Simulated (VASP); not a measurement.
# NaCl (R-3m) in VASP: single point with HSE06

Aim: the single point of NaCl with HSE06.

All numbers are computed with VASP 6.6.1; they aren't measurements. Logs are shortened: lines on timing, memory, paths and dates and some standing lists are left out, and cuts for length are marked.

**1. The cell of the first run**

It takes space group R-3m (No. 166, trigonal). The conventional cell has a = 5.111 Å, b = 5.111 Å, c = 5.638 Å, α = 90.00°, β = 90.00°, γ = 120.00°. Within 3.7 Å of Na (site symmetry -3m) lie 8 Cl at 2.82 to 3.10 Å and 6 Na at 3.50 Å. Cl (site symmetry -3m) has 8 Na at 2.82 to 3.10 Å and 6 Cl at 3.50 Å within 3.7 Å.

**2. Single point, HSE06 (epitaxial 111 strain +4.5%)**

File POSCAR:

```
NaCl
1.0
    3.4944705942     -0.1197169445     -0.1197169445
   -0.1197169445      3.4944705942     -0.1197169445
   -0.1197169445     -0.1197169445      3.4944705942
Na Cl
1 1
Direct
    0.0000000000      0.0000000000      0.0000000000
    0.5000000000      0.5000000000      0.5000000000
```

File INCAR.step1:

```
SYSTEM = NaCl
ALGO = Normal
EDIFF = 1E-5
ENCUT = 520
GGA = PE
ISIF = 2
ISMEAR = 0
LASPH = .True.
LCHARG = .False.
LREAL = .False.
LWAVE = .True.
NBANDS = 14
NELM = 80
PREC = Accurate
SIGMA = 0.01
```

File INCAR.step2:

```
SYSTEM = NaCl
ALGO = Normal
EDIFF = 1E-6
ENCUT = 520
GGA = PE
HFSCREEN = 0.2079
ISIF = 2
ISMEAR = 0
ISTART = 1
LASPH = .True.
LCHARG = .False.
LHFCALC = .True.
LREAL = .False.
LWAVE = .False.
NBANDS = 14
NELM = 80
PREC = Accurate
PRECFOCK = Normal
SIGMA = 0.01
```

File KPOINTS:

```
k-points
0
Gamma
  6 6 6
  0 0 0
```

Potentials or basis: VASP PAW PBE potentials, release 64 (Na_pv, Cl).

Run with:

```sh
> cat potpaw_PBE.64/Na_pv/POTCAR potpaw_PBE.64/Cl/POTCAR > POTCAR
> cp INCAR.step1 INCAR
> mpirun -np 1 vasp_std > vasp.out
> cp INCAR.step2 INCAR
> mpirun -np 1 vasp_std > vasp.out
```

OUTCAR:

```text
SYSTEM = NaCl
   EDIFF = 1E-6
   ENCUT = 520
   GGA = PE
   HFSCREEN = 0.2079
   ISIF = 2
   ISMEAR = 0
   ISTART = 1
   LASPH = .True.
   LHFCALC = .True.
   LREAL = .False.
   NELM = 80
   PREC = Accurate
   PRECFOCK = Normal

 ion  position               nearest neighbor table
   1  0.000  0.000  0.000-
   2  0.500  0.500  0.500-

  LATTYP: Found a trigonal (rhomboedric) cell.
 ALAT       =     3.4985695687
 COS(alpha) =    -0.0671865421

  Lattice vectors:

 A1 = (   3.4944705942,  -0.1197169445,  -0.1197169445)
 A2 = (  -0.1197169445,   3.4944705942,  -0.1197169445)
 A3 = (  -0.1197169445,  -0.1197169445,   3.4944705942)

Analysis of symmetry for initial positions (statically):
=====================================================================
 Subroutine PRICEL returns:
 Original cell was already a primitive cell.

 Routine SETGRP: Setting up the symmetry group for a
 trigonal (rhombohedral) supercell.

 Subroutine GETGRP returns: Found 12 space group operations
 (whereof 12 operations were pure point group operations)
 out of a pool of 12 trial point group operations.

The static configuration has the point symmetry D_3d.

Analysis of symmetry for dynamics (positions and initial velocities):
=====================================================================
 Subroutine PRICEL returns:
 Original cell was already a primitive cell.

 Routine SETGRP: Setting up the symmetry group for a
 trigonal (rhombohedral) supercell.

 Subroutine GETGRP returns: Found 12 space group operations
 (whereof 12 operations were pure point group operations)
 out of a pool of 12 trial point group operations.

The dynamic configuration has the point symmetry D_3d.

 Subroutine INISYM returns: Found 12 space group operations
 (whereof 12 operations are pure point group operations),
 and found     1 'primitive' translations

----------------------------------------------------------------------------------------

                                     Primitive cell

  volume of cell :      42.5184

  direct lattice vectors                    reciprocal lattice vectors
     3.494470594 -0.119716945 -0.119716945     0.286863638  0.010176280  0.010176280
    -0.119716945  3.494470594 -0.119716945     0.010176280  0.286863638  0.010176280
    -0.119716945 -0.119716945  3.494470594     0.010176280  0.010176280  0.286863638

  length of vectors
     3.498569569  3.498569569  3.498569569     0.287224407  0.287224407  0.287224407

[... 94 lines left out ...]
   EFERMI =   0.00;   METHOD = LEGACY
   ISMEAR =     0;   SIGMA  =   0.01  broadening in eV -4-tet -1-fermi 0-gaus
   EFERMI_NEDOS =   21; number of points for ismear=-14 and -15
   IALGO  =     38    algorithm
   IMIX   =      1    mixing-type and parameters
     AMIX     =   0.40;   BMIX     =  1.00
     AMIX_MAG =   1.60;   BMIX_MAG =  1.00
  volume/ion in A,a.u.               =      21.26       143.46
  Fermi-wavevector in a.u.,A,eV,Ry     =   1.130468  2.136275 17.387685  1.277959
  Thomas-Fermi vector in A             =   2.267165
   LORBIT       =      0    0 simple, 1 ext, 2 COOP (PROOUT), +10 PAW based schemes
   GGA     = PE    functional components
   LHFCALC =     T    Hartree Fock is set to
   PRECFOCK=normal    Normal, Fast or Accurate (Low or Medium for compatibility)
   ENCUT4O =  -1.0   cutoff for four orbital integrals eV
   NKREDX  =     1    reduce k-point grid by
   NKREDY  =     1    reduce k-point grid by
   NKREDZ  =     1    reduce k-point grid by
   AEXX    =    0.2500 exact exchange contribution
   HFSCREEN=    0.2079 screening length (either q_TF or 0.3 A-1)
   HFSCREENC=   0.2079 screening length for correlation (either q_TF or 0.3 A-1)
   ENCUTFOCK=  -1.0 apply spherical cutoff to Coloumb kernel
   IVDW    =     0    specifies the selected vdW correction
   LEPSILON=     F    determine dielectric tensor
   LRPA    =     F    only Hartree local field effects (RPA)
 non-spin polarized calculation
 Gauss-broadening in eV      SIGMA  =   0.01
  energy-cutoff  :      520.00
  volume of cell :       42.52
 maximum number of plane-waves:      1165
 NGX is ok and might be reduce to    28
  NGX = 20; NGY = 20; NGZ = 20

 number of electron      13.9999991 magnetization

 Free energy of the ion-electron system (eV)
  ---------------------------------------------------
  ext. energy  EPLUGINS =         0.00000000
  ---------------------------------------------------
  free energy    TOTEN  =        -7.55701332 eV

  energy without entropy =       -7.55701332  energy(sigma->0) =       -7.55701332

 E-fermi :  -0.4047     XC(G=0):  -7.0347

 val. band max:       -0.4867133522   @ k =   0.5000   0.5000   0.0000
 cond. band min:       4.9068473744   @ k =   0.0000   0.0000   0.0000
 fundamental gap:      5.3935607265
 Fermi energy:        -0.4047496641

 k-point     1 :       0.0000    0.0000    0.0000
  band No.  band energies     occupation
      1     -24.6203      2.00000
      2     -24.6203      2.00000
      3     -24.6071      2.00000
      4     -15.1156      2.00000
      5      -1.1965      2.00000
      6      -0.8864      2.00000
      7      -0.8864      2.00000
      8       4.9068      0.00000
      9       9.5298      0.00000
     10       9.5298      0.00000
     11      16.5390      0.00000
     12      16.5390      0.00000
     13      16.7198      0.00000
     14      17.1234      0.00000
[... 377 lines left out ...]
      1     -24.6500      2.00000
      2     -24.6367      2.00000
      3     -24.6147      2.00000
      4     -14.4384      2.00000
      5      -3.0076      2.00000
      6      -2.3384      2.00000
      7      -1.1292      2.00000
      8       7.4507      0.00000
      9       9.8085      0.00000
     10      10.6906      0.00000
     11      12.2523      0.00000
     12      14.5926      0.00000
     13      15.5549      0.00000
     14      17.1204      0.00000

 [... further k-points ...]
[... 5 lines left out ...]
  --------------------------------------------------------------------------------------
  -------------------------------------------------------------------------------------
  Total        0.0411461      0.0411461      0.0411461      0.0351419      0.0351419      0.0351419
  in kB        1.5504658      1.5504658      1.5504658      1.3242154      1.3242154      1.3242154
  external PRESSURE =       1.5504658 kB  Pullay stress =       0.0000000 kB

 VOLUME and BASIS-vectors are now :
 -----------------------------------------------------------------------------
  energy-cutoff  :      520.00
  volume of cell :       42.52
      direct lattice vectors                 reciprocal lattice vectors
     3.494470594 -0.119716945 -0.119716945     0.286863638  0.010176280  0.010176280
    -0.119716945  3.494470594 -0.119716945     0.010176280  0.286863638  0.010176280
    -0.119716945 -0.119716945  3.494470594     0.010176280  0.010176280  0.286863638

 POSITION                                       TOTAL-FORCE (eV/Angst)
 -----------------------------------------------------------------------------------
      0.00000      0.00000      0.00000        -0.000000     -0.000000      0.000000
      1.62752      1.62752      1.62752         0.000000      0.000000      0.000000
 -----------------------------------------------------------------------------------
    total drift:                                0.000000      0.000000      0.000000

  FREE ENERGIE OF THE ION-ELECTRON SYSTEM (eV)
  ---------------------------------------------------
  free  energy   TOTEN  =        -7.5570133174 eV

  energy  without entropy=       -7.5570133174  energy(sigma->0) =       -7.55701332
```

OUTCAR.step1:

```text
SYSTEM = NaCl
   EDIFF = 1E-5
   ENCUT = 520
   GGA = PE
   ISIF = 2
   ISMEAR = 0
[... 632 lines left out ...]
      0.00000      0.00000      0.00000         0.000000      0.000000      0.000000
      1.62752      1.62752      1.62752        -0.000000     -0.000000      0.000000
 -----------------------------------------------------------------------------------
    total drift:                               -0.000000      0.000000      0.000000

  FREE ENERGIE OF THE ION-ELECTRON SYSTEM (eV)
  ---------------------------------------------------
  free  energy   TOTEN  =        -6.4661352048 eV

  energy  without entropy=       -6.4661352048  energy(sigma->0) =       -6.46613520
```

It took 22 min on 1 thread of Intel Xeon Platinum 8259CL at 2.50GHz (Skylake/Cascade Lake), shared host; peak memory 0.27 GiB.

What came out:

| Item | Value |
| --- | --- |
| Free energy | -7.5570 eV |
| Pressure | 0.2 GPa |
| Band gap on the k mesh | 5.39 eV (least direct gap 5.79 eV) |

Caveat: the cell differs from its parent crystal (epitaxial 111 strain +4.5%); the structure was generated, so it needn't be the stable form of NaCl; the PAW data sets were made with another functional, which shifts forces and pressure a little. A k mesh can miss the band edges.
